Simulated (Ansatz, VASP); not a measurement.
AgRh: VASP beside Ansatz

The input INCAR:

```
SYSTEM = AgRh
PREC = Accurate
ENCUT = 520
EDIFF = 1E-6
ISMEAR = -1
SIGMA = 0.05
LREAL = .False.
LASPH = .True.
NELM = 150
ALGO = Normal
ISIF = 2
LWAVE = .False.
LCHARG = .False.
ISPIN = 2
MAGMOM = 0 1
LORBIT = 11
LMAXMIX = 4
GGA = PE
NBANDS = 24
```

The input KPOINTS:

```
regular mesh
0
Gamma
  14 14 7
  0 0 0
```

File POSCAR:

```
AgRh
1.0
    2.9920661862      0.0000000000      0.0000000000
   -1.4960330931      2.5912053270      0.0000000000
    0.0000000000      0.0000000000      5.1799094797
Ag Rh
1 1
Direct
    0.0000000000      0.0000000000      0.5000000000
    0.6666666667      0.3333333333      0.0000000000
```

Input for Ansatz:

```yaml
crystal:
  lattice:
    - [2.9920661862, 0.0, 0.0]
    - [-1.4960330931, 2.591205327, 0.0]
    - [0.0, 0.0, 5.1799094797]
  atoms:
    - { symbol: Ag, position: [0.0, 0.0, 0.5] }
    - { symbol: Rh, position: [0.6666666667, 0.3333333333, 0.0], spin: 1.0 }
magnetization:
  spin_polarized: true
kpoints:
  mp_grid: { grid: [14, 14, 7] }
scf:
  occupations: { method: fermi_dirac, width: 0.05 }
hamiltonian:
  xc: pbe
  pseudopotentials: { kind: paw }
output:
  forces: true
  stress: true
  eigenvalues: true
  populations: true
  write_density: true
  write_potential: true
  elf: true
  volumetric_format: npy
```

Change from the starting cell: volume scaled by 1.25, PAW files.

Alike in both runs: task single point; functional PBE; k mesh 14 × 14 × 7; occupations fermi-dirac, width 0.05 eV; collinear spin.

```csv
,VASP,Ansatz
version,VASP 6.6.1,Ansatz 0.2.0
potentials or method,"VASP PAW PBE potentials, release 64 (Ag, Rh_pv)","PAW with Ansatz's default frozen-core files, scalar-relativistic"
plane-wave cutoff (eV),520,420
valence electrons in the cell,26,36
```

|  | VASP | Ansatz | Ansatz less VASP |
| --- | --- | --- | --- |
| pressure (GPa) | -19.0 | -19.0 | -0.03 |
| traceless stress, the component that is largest in VASP (GPa) | 1.89 | 1.89 | +0.006 |
| net moment per atom (μB) | 0.33 | 0.32 | -0.006 |
| size of the moment on the site where the two differ most (μB) | 0.67 | 0.66 | -0.012 |

Site moments also hang on the region over which each program counts them. VASP's potentials hold 26 valence electrons a cell and Ansatz's 36, so a difference there can come from the potentials and not from the codes.
